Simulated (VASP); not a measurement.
AlSi48H25C3: single point with PBE+D3(BJ)

System: AlSi48H25C3, a slab with vacuum.

```
CELL_PARAMETERS angstrom
7.68059 7.68059 0.00000
-7.68059 7.68059 0.00000
0.00000 0.00000 23.42765
ATOMIC_POSITIONS crystal
Si 0.68769 0.31241 0.40939
Si 0.81471 0.68257 0.40914
Si 0.05099 0.94937 0.43039
Si 0.31804 0.18563 0.40974
Si 0.96367 0.54073 0.43748
Si 0.20657 0.79145 0.42873
Si 0.46023 0.03664 0.43828
Si 0.54199 0.45864 0.43913
Si 0.87622 0.38881 0.37717
Si 0.88608 0.87150 0.37552
Si 0.12917 0.11444 0.37577
Si 0.38877 0.37612 0.37791
Si 0.11498 0.63050 0.37659
Si 0.36949 0.88503 0.37772
Si 0.61093 0.12390 0.37715
Si 0.62421 0.61148 0.37767
Si 0.00008 0.25047 0.32396
Si 0.00317 0.74870 0.31175
Si 0.25142 0.99632 0.31229
Si 0.49939 0.25015 0.31247
Si 0.24958 0.50046 0.32498
Si 0.49907 0.75062 0.32526
Si 0.74946 0.00024 0.32396
Si 0.75012 0.50046 0.31238
Si 0.87353 0.12656 0.26448
Si 0.87634 0.62441 0.25663
Si 0.12448 0.87574 0.25566
Si 0.37554 0.12329 0.25693
Si 0.12699 0.37372 0.26456
Si 0.37376 0.62630 0.26503
Si 0.62601 0.87314 0.26471
Si 0.62322 0.37675 0.25656
Si 0.75098 0.24904 0.20258
Si 0.74857 0.75135 0.20251
Si 0.99637 0.00372 0.20252
Si 0.24878 0.25104 0.20255
Si 0.00353 0.49675 0.20277
Si 0.25204 0.74800 0.20224
Si 0.50319 0.99654 0.20282
Si 0.49606 0.50403 0.20266
Si 0.87500 0.37500 0.14551
Si 0.87500 0.87500 0.14551
Si 0.12500 0.12500 0.14551
Si 0.37500 0.37500 0.14551
Si 0.12500 0.62500 0.14551
Si 0.37500 0.87500 0.14551
Si 0.62500 0.12500 0.14551
Si 0.62500 0.62500 0.14551
H 0.95163 0.29837 0.10671
H 0.79837 0.45163 0.10671
H 0.95163 0.79837 0.10671
H 0.79837 0.95163 0.10671
H 0.20163 0.04837 0.10671
H 0.04837 0.20163 0.10671
H 0.45163 0.29837 0.10671
H 0.29837 0.45163 0.10671
H 0.20163 0.54837 0.10671
H 0.04837 0.70163 0.10671
H 0.45163 0.79837 0.10671
H 0.29837 0.95163 0.10671
H 0.70163 0.04837 0.10671
H 0.54837 0.20163 0.10671
H 0.70163 0.54837 0.10671
H 0.54837 0.70163 0.10671
H 0.19214 0.49876 0.51759
H 0.35453 0.50916 0.52335
H 0.26212 0.52397 0.58561
H 0.35378 0.81575 0.61864
H 0.21322 0.88923 0.60071
H 0.34910 0.92888 0.56335
H 0.96113 0.92200 0.52785
H 0.07998 0.03542 0.52836
H 0.93113 0.07275 0.50127
Al 0.26135 0.72455 0.52585
C 0.26708 0.54678 0.53996
C 0.29908 0.85140 0.58278
C 0.00089 0.99983 0.50427
```

```yaml
Program: VASP 6.6.1
Task: single point
Functional: PBE
Dispersion: D3(BJ)
Potentials_or_basis: VASP PAW PBE potentials, release 64 (Si, H, Al, C)
Cutoff: 520 eV
k_mesh: 1 × 1 × 1
Occupations: gaussian, width 0.03 eV
Spin: no spin polarisation
Dipole_correction: yes
Further_INCAR_settings: LREAL = Auto; ALGO = Normal; EDIFF = 1e-06; NBANDS = 160; NELMDL = -8
```

| Property | Result |
| --- | --- |
| Largest force | 0.334 eV/Å |
| Dispersion energy per atom | -0.172 eV |

Forces on the atoms (eV/Å):
```
Si   0.002  0.001 -0.008
Si  -0.004 -0.002 -0.006
Si   0.002  0.000 -0.012
Si  -0.006  0.000 -0.008
Si   0.004  0.001 -0.002
Si   0.001  0.000  0.002
Si   0.002 -0.001 -0.003
Si  -0.003  0.002 -0.004
Si  -0.002 -0.005 -0.001
Si   0.002 -0.001 -0.002
Si   0.002  0.000 -0.003
Si   0.002 -0.002  0.000
Si  -0.003 -0.001 -0.002
Si  -0.003  0.003 -0.003
Si  -0.002  0.005 -0.002
Si   0.003  0.003  0.000
Si   0.000  0.000  0.002
Si   0.004 -0.001  0.001
Si   0.002  0.000  0.001
Si  -0.001 -0.002 -0.002
Si  -0.003  0.000  0.000
Si  -0.002  0.000 -0.001
Si  -0.001  0.000  0.002
Si   0.001  0.001 -0.003
Si  -0.001  0.001  0.000
Si   0.001 -0.001  0.002
Si  -0.001  0.000  0.002
Si   0.000  0.000  0.001
Si   0.001  0.000 -0.001
Si   0.000  0.000 -0.001
Si   0.001  0.000 -0.001
Si   0.001  0.000  0.002
Si   0.001  0.000  0.000
Si   0.001  0.000  0.001
Si   0.001  0.000  0.000
Si   0.001  0.000  0.000
Si   0.000 -0.001  0.000
Si  -0.002  0.000  0.001
Si   0.000  0.001  0.000
Si   0.004  0.000 -0.001
Si   0.290  0.028 -0.037
Si  -0.321 -0.020 -0.076
Si  -0.316  0.020 -0.091
Si  -0.287 -0.003 -0.055
Si   0.321 -0.001 -0.092
Si   0.322  0.007 -0.090
Si   0.289 -0.027 -0.029
Si  -0.301 -0.002 -0.076
H   -0.278 -0.026 -0.007
H    0.255  0.022  0.085
H   -0.255  0.025  0.089
H    0.283 -0.022 -0.012
H   -0.255 -0.029  0.086
H    0.282  0.027 -0.012
H   -0.255  0.028  0.085
H    0.288 -0.031  0.001
H   -0.292  0.010 -0.018
H    0.259 -0.017  0.080
H   -0.291 -0.005 -0.017
H    0.258  0.017  0.081
H   -0.279  0.024 -0.006
H    0.255 -0.021  0.086
H   -0.255 -0.023  0.086
H    0.289  0.023 -0.005
H   -0.008 -0.022 -0.013
H    0.023  0.010 -0.012
H    0.003 -0.004  0.029
H    0.015  0.003  0.016
H   -0.023 -0.009  0.006
H   -0.004  0.019 -0.011
H    0.006 -0.019  0.010
H    0.007  0.019  0.011
H   -0.022  0.001 -0.003
Al  -0.003 -0.002 -0.011
C   -0.017  0.017 -0.002
C    0.006 -0.014 -0.013
C    0.004 -0.003 -0.014
```

Levels at points of the mesh, in eV from the Fermi level:
```csv
k point,band 112,band 113,band 114,band 115,band 116,band 117,band 118,band 119,band 120,band 121
"(0.00, 0.00, 0.00)",-0.64,-0.50,-0.45,-0.33,-0.19,0.32,0.94,1.02,1.08,1.10
```

It took 41 min on 1 thread of AMD EPYC 7R13, with other jobs on the host, peak memory 2 GiB.

Caveat: the k points lie up to 0.58 Å⁻¹ apart.
